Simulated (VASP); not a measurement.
# AlCu3 (Fm-3m) in VASP: a series of runs

Runs on AlCu3. Level: PBEsol. Tasks: relaxation of cell and atoms.

Program: VASP 6.6.1. These are calculated values, not measurements. Logs are shortened: lines on timing, memory, paths and dates and some standing lists are left out, and cuts for length are marked.

## (1) The cell of the first run

Symmetry: Fm-3m, No. 225, cubic system. Conventional cell: a = 5.655 Å, b = 5.655 Å, c = 5.655 Å, α = 90.00°, β = 90.00°, γ = 90.00°. Al (site symmetry m-3m) has 14 Cu at 2.45 to 2.83 Å within 3.2 Å. Within 3.2 Å of Cu (site symmetry m-3m) lie 8 Cu at 2.45 Å and 6 Al at 2.83 Å. Within 3.2 Å of Cu (site symmetry -43m) lie 4 Al at 2.45 Å and 10 Cu at 2.45 to 2.83 Å.

## (2) Relaxation of cell and atoms, PBEsol, target pressure 10 GPa, at which the enthalpy is minimised

The input, INCAR:

```
  ALGO = Normal
  EDIFF = 1E-6
  EDIFFG = -0.008
  ENCUT = 600
  GGA = PS
  IBRION = 2
  ISIF = 3
  ISMEAR = 0
  LASPH = True
  LCHARG = False
  LREAL = False
  LWAVE = False
  NELM = 100
  NSW = 70
  PREC = Accurate
  PSTRESS = 100.0
  SIGMA = 0.1
```

The input, KPOINTS:

```
k-points
0
Gamma
  12 12 12
```

The input, POSCAR:

```
AlCu3
1.0
    0.0000000000      2.8275458809      2.8275458809
    2.8275458809      0.0000000000      2.8275458809
    2.8275458809      2.8275458809      0.0000000000
Al Cu
1 3
Direct
    0.0000000000      0.0000000000      0.0000000000
    0.5000000000      0.5000000000      0.5000000000
    0.2500000000      0.2500000000      0.2500000000
    0.7500000000      0.7500000000      0.7500000000
```

Potentials or basis: VASP PAW PBE potentials, release 64 (Al, Cu).

Launch:

```sh
$ cat potpaw_PBE.64/Al/POTCAR potpaw_PBE.64/Cu/POTCAR > POTCAR
$ mpirun -np 1 vasp_std > vasp.out
```

OUTCAR:

```text
EDIFF = 1E-6
   EDIFFG = -0.008
   ENCUT = 600
   GGA = PS
   IBRION = 2
   ISIF = 3
   ISMEAR = 0
   LASPH = True
   LREAL = False
   NELM = 100
   NSW = 70
   PREC = Accurate
   PSTRESS = 100.0

 ion  position               nearest neighbor table
   1  0.000  0.000  0.000-   4 2.45   4 2.45   4 2.45   3 2.45   3 2.45   3 2.45   4 2.45   3 2.45
                             2 2.83   2 2.83   2 2.83   2 2.83   2 2.83   2 2.83
   2  0.500  0.500  0.500-   3 2.45   3 2.45   3 2.45   4 2.45   4 2.45   4 2.45   4 2.45   3 2.45
                             1 2.83   1 2.83   1 2.83   1 2.83   1 2.83   1 2.83
   3  0.250  0.250  0.250-   1 2.45   1 2.45   1 2.45   2 2.45   2 2.45   2 2.45   2 2.45   1 2.45

   4  0.750  0.750  0.750-   2 2.45   2 2.45   2 2.45   1 2.45   1 2.45   1 2.45   2 2.45   1 2.45

  LATTYP: Found a face centered cubic cell.
 ALAT       =     5.6550917618

  Lattice vectors:

 A1 = (   0.0000000000,   2.8275458809,   2.8275458809)
 A2 = (   2.8275458809,   0.0000000000,   2.8275458809)
 A3 = (   2.8275458809,   2.8275458809,   0.0000000000)

Analysis of symmetry for initial positions (statically):
=====================================================================
 Subroutine PRICEL returns:
 Original cell was already a primitive cell.

 Routine SETGRP: Setting up the symmetry group for a
 face centered cubic supercell.

 Subroutine GETGRP returns: Found 48 space group operations
 (whereof 48 operations were pure point group operations)
 out of a pool of 48 trial point group operations.

The static configuration has the point symmetry O_h .

Analysis of symmetry for dynamics (positions and initial velocities):
=====================================================================
 Subroutine PRICEL returns:
 Original cell was already a primitive cell.

 Routine SETGRP: Setting up the symmetry group for a
 face centered cubic supercell.

 Subroutine GETGRP returns: Found 48 space group operations
 (whereof 48 operations were pure point group operations)
 out of a pool of 48 trial point group operations.

The dynamic configuration has the point symmetry O_h .

 Subroutine INISYM returns: Found 48 space group operations
 (whereof 48 operations are pure point group operations),
 and found     1 'primitive' translations

----------------------------------------------------------------------------------------

                                     Primitive cell

  volume of cell :      45.2125

  direct lattice vectors                    reciprocal lattice vectors
     0.000000000  2.827545881  2.827545881    -0.176831790  0.176831790  0.176831790
     2.827545881  0.000000000  2.827545881     0.176831790 -0.176831790  0.176831790
     2.827545881  2.827545881  0.000000000     0.176831790  0.176831790 -0.176831790

  length of vectors
     3.998753733  3.998753733  3.998753733     0.306281645  0.306281645  0.306281645

  position of ions in fractional coordinates (direct lattice)
     0.000000000  0.000000000  0.000000000
     0.500000000  0.500000000  0.500000000
     0.250000000  0.250000000  0.250000000
     0.750000000  0.750000000  0.750000000

  ion indices of the primitive-cell ions
   primitive index   ion index
                 1           1
                 2           2
                 3           3
                 4           4

----------------------------------------------------------------------------------------

 KPOINTS: k-points

Automatic generation of k-mesh.
 Grid dimensions read from file:
 generate k-points for:   12   12   12

 Generating k-lattice:

  Cartesian coordinates                     Fractional coordinates (reciprocal lattice)
    -0.014735983  0.014735983  0.014735983     0.083333333  0.000000000  0.000000000
     0.014735983 -0.014735983  0.014735983     0.000000000  0.083333333  0.000000000
     0.014735983  0.014735983 -0.014735983     0.000000000  0.000000000  0.083333333

  Length of vectors
     0.025523470  0.025523470  0.025523470

  Shift w.r.t. Gamma in fractional coordinates (k-lattice)
     0.000000000  0.000000000  0.000000000

 Subroutine IBZKPT returns following result:
 ===========================================

 Found     72 irreducible k-points:

 Following reciprocal coordinates:
            Coordinates               Weight
  0.000000  0.000000  0.000000      1.000000
  0.083333  0.000000  0.000000      8.000000
  0.166667  0.000000  0.000000      8.000000
  0.250000  0.000000  0.000000      8.000000
  0.333333  0.000000  0.000000      8.000000
  0.416667  0.000000  0.000000      8.000000
[... 16 lines left out ...]
  0.500000  0.166667  0.000000     24.000000
 -0.416667  0.166667  0.000000     24.000000
 [... further k-points ...]
   k-points           NKPTS =     72   k-points in BZ     NKDIM =     72   number of bands    NBANDS=     22
   number of dos      NEDOS =    301   number of ions     NIONS =      4
   total plane-waves  NPLWV =  32768
   dimension x,y,z NGX =    32 NGY =   32 NGZ =   32
   dimension x,y,z NGXF=    64 NGYF=   64 NGZF=   64
   ions per type =               1   3
   NGX,Y,Z   is equivalent  to a cutoff of  13.30, 13.30, 13.30 a.u.
   NGXF,Y,Z  is equivalent  to a cutoff of  26.61, 26.61, 26.61 a.u.
 SYSTEM =  unknown system
   PREC   = accura    normal or accurate (medium, high low for compatibility)
   ISTART =      0    job   : 0-new  1-cont  2-samecut
   ICHARG =      2    charge: 1-file 2-atom 10-const
   ISPIN  =      1    spin polarized calculation?
   LNONCOLLINEAR =      F non collinear calculations
   LSORBIT =      F    spin-orbit coupling
   LASPH  =      T    aspherical Exc in radial PAW
   ENCUT  =  600.0 eV  44.10 Ry    6.64 a.u.   7.99  7.99  7.99*2*pi/ulx,y,z
   NELM   =    100;   NELMIN=  2; NELMDL= -5     # of ELM steps
   EDIFF  = 0.1E-05   stopping-criterion for ELM
   LREAL  =      F    real-space projection
   EDIFFG = -.8E-02   stopping-criterion for IOM
   NSW    =     70    number of steps for IOM
   IBRION =      2    ionic relax: 0-MD 1-quasi-New 2-CG
   NFREE  =      1    steps in history (QN), initial steepest desc. (CG)
   ISIF   =      3    stress and relaxation
   ISYM   =      2    0-nonsym 1-usesym 2-fastsym
   POTIM  = 0.5000    time-step for ionic-motion
   TEBEG  =    0.0;   TEEND  =   0.0 temperature during run
   PSTRESS=  100.0 pullay stress
   NELECT =      36.0000    total number of electrons
   NUPDOWN=      -1.0000    fix difference up-down
   EMIN   =  10.00;   EMAX   =-10.00  energy-range for DOS
   EFERMI =   0.00;   METHOD = LEGACY
   ISMEAR =     0;   SIGMA  =   0.10  broadening in eV -4-tet -1-fermi 0-gaus
   EFERMI_NEDOS =   21; number of points for ismear=-14 and -15
   IALGO  =     38    algorithm
   IMIX   =      4    mixing-type and parameters
     AMIX     =   0.40;   BMIX     =  1.00
     AMIX_MAG =   1.60;   BMIX_MAG =  1.00
  volume/ion in A,a.u.               =      11.30        76.28
  Fermi-wavevector in a.u.,A,eV,Ry     =   1.517362  2.867399 31.325902  2.302389
  Thomas-Fermi vector in A             =   2.626628
   LORBIT       =      0    0 simple, 1 ext, 2 COOP (PROOUT), +10 PAW based schemes
   GGA     = PS    functional components
   LHFCALC =     F    Hartree Fock is set to
   AEXX    =    0.0000 exact exchange contribution
   IVDW    =     0    specifies the selected vdW correction
   LEPSILON=     F    determine dielectric tensor
   LRPA    =     F    only Hartree local field effects (RPA)
 conjugate gradient relaxation of ions
 non-spin polarized calculation
 Gauss-broadening in eV      SIGMA  =   0.10
  energy-cutoff  :      600.00
  volume of cell :       45.21
 maximum number of plane-waves:      1540
   NGX = 15   NGY = 15   NGZ = 15

--------------------------------------- Ionic step        1  -------------------------------------------

 number of electron      36.0000019 magnetization

 Free energy of the ion-electron system (eV)
  ---------------------------------------------------
  ext. energy  EPLUGINS =         0.00000000
  ---------------------------------------------------
  free energy    TOTEN  =       -17.63888621 eV

  energy without entropy =      -17.63388898  energy(sigma->0) =      -17.63638760

------------------------ aborting loop because EDIFF is reached ----------------------------------------

  FORCE on cell =-STRESS in cart. coord.  units (eV):
  Direction    XX          YY          ZZ          XY          YZ          ZX
  --------------------------------------------------------------------------------------
  -------------------------------------------------------------------------------------
  Total        3.0257082      3.0257082      3.0257082     -0.0000000      0.0000000     -0.0000000
  in kB      107.2207015    107.2207015    107.2207015     -0.0000000      0.0000000     -0.0000000
  external PRESSURE =       7.2207015 kB  Pullay stress =     100.0000000 kB
[... 105 lines left out ...]
  enthalpy is  TOTEN    =       -14.8174366748 eV   P V=        2.8343676013

--------------------------------------- Ionic step        4  -------------------------------------------

 number of electron      36.0000025 magnetization

 Free energy of the ion-electron system (eV)
  ---------------------------------------------------
  ext. energy  EPLUGINS =         0.00000000
  ---------------------------------------------------
  free energy    TOTEN  =       -17.64989906 eV

  energy without entropy =      -17.64491468  energy(sigma->0) =      -17.64740687

 E-fermi :   9.3038     XC(G=0): -12.7941

 val. band max:        9.2677408576   @ k =   0.3333   0.2500   0.0833
 cond. band min:       9.3172667446   @ k =  -0.1667   0.1667   0.0000
 fundamental gap:      0.0495258870
 Fermi energy:         9.3038384526

 k-point     1 :       0.0000    0.0000    0.0000
  band No.  band energies     occupation
      1      -1.7814      2.00000
      2       4.2586      2.00000
      3       4.2586      2.00000
      4       4.3781      2.00000
      5       4.3781      2.00000
      6       4.3781      2.00000
[... 574 lines left out ...]
      6       4.9344      2.00000
[... 14 lines left out ...]
     21      14.5572      0.00000
     22      15.3468      0.00000

 [... further k-points ...]

------------------------ aborting loop because EDIFF is reached ----------------------------------------

  FORCE on cell =-STRESS in cart. coord.  units (eV):
  Direction    XX          YY          ZZ          XY          YZ          ZX
  --------------------------------------------------------------------------------------
  -------------------------------------------------------------------------------------
  Total        2.8570004      2.8570004      2.8570004      0.0000000      0.0000000     -0.0000000
  in kB      100.8660859    100.8660859    100.8660859      0.0000000      0.0000000     -0.0000000
  external PRESSURE =       0.8660859 kB  Pullay stress =     100.0000000 kB
[... 19 lines left out ...]
  FREE ENERGIE OF THE ION-ELECTRON SYSTEM (eV)
  ---------------------------------------------------
  free  energy   TOTEN  =       -17.6498990556 eV

  energy  without entropy=      -17.6449146768  energy(sigma->0) =      -17.64740687

  enthalpy is  TOTEN    =       -14.8174302513 eV   P V=        2.8324688043

 reached required accuracy - stopping structural energy minimisation
```

It took 81 s on 1 thread of Intel Xeon 6975P-C (Granite Rapids), shared host; peak memory 0.23 GiB.

Results:

- Free energy: -17.6499 eV
- Relaxed volume: 11.35 Å³/atom
- Relaxed cell: a = 4.004 Å, b = 4.004 Å, c = 4.004 Å, α = 60.00°, β = 60.00°, γ = 60.00°
- Space group after relaxing (to 0.05 Å): Fm-3m (No. 225)
- Energy change on relaxing (the enthalpy is what falls): -2.8 meV/atom
- Ionic steps: 4
- Pressure after relaxing: 10.1 GPa
- Band gap on the k mesh: zero (band 18 reaches 13.14 eV, above the bottom of band 19 at 7.13 eV)

Step by step:
```csv
step,energy change (eV),largest force (eV/Å),pressure (GPa),volume (Å³)
1,0.0000,0.0000,10.72,45.21
2,-0.0211,0.0000,9.42,45.55
3,-0.0129,0.0000,9.87,45.41
4,-0.0110,0.0000,10.09,45.38
```

Final structure:
```xyz
4
Lattice="0.0000 2.8311 2.8311 2.8311 0.0000 2.8311 2.8311 2.8311 0.0000" Properties=species:S:1:pos:R:3 pbc="T T T"
Al    0.0000    0.0000    0.0000
Cu    2.8311    2.8311    2.8311
Cu    1.4155    1.4155    1.4155
Cu    4.2466    4.2466    4.2466
```

Levels at points of the mesh, in eV from the Fermi level:
| k point | band 14 | band 15 | band 16 | band 17 | band 18 | band 19 | band 20 | band 21 | band 22 |
| --- | --- | --- | --- | --- | --- | --- | --- | --- | --- |
| (0.00, 0.00, 0.00) | -2.72 | -2.60 | -2.60 | 3.84 | 3.84 | 3.84 | 4.38 | 4.38 | 4.38 |
| (0.50, 0.00, 0.00) | -2.72 | -2.55 | -2.55 | -2.24 | 2.72 | 2.72 | 3.10 | 3.10 | 3.95 |
| (0.50, 0.50, 0.00) | -2.45 | -2.45 | -2.39 | -2.33 | -2.33 | -2.17 | 2.16 | 2.63 | 11.25 |

Caveat: the cell is relaxed towards a set pressure, so the enthalpy falls and the energy may rise; the PAW data sets were made with another functional, which shifts forces and pressure a little.

(Continued in part 2 of 2.)
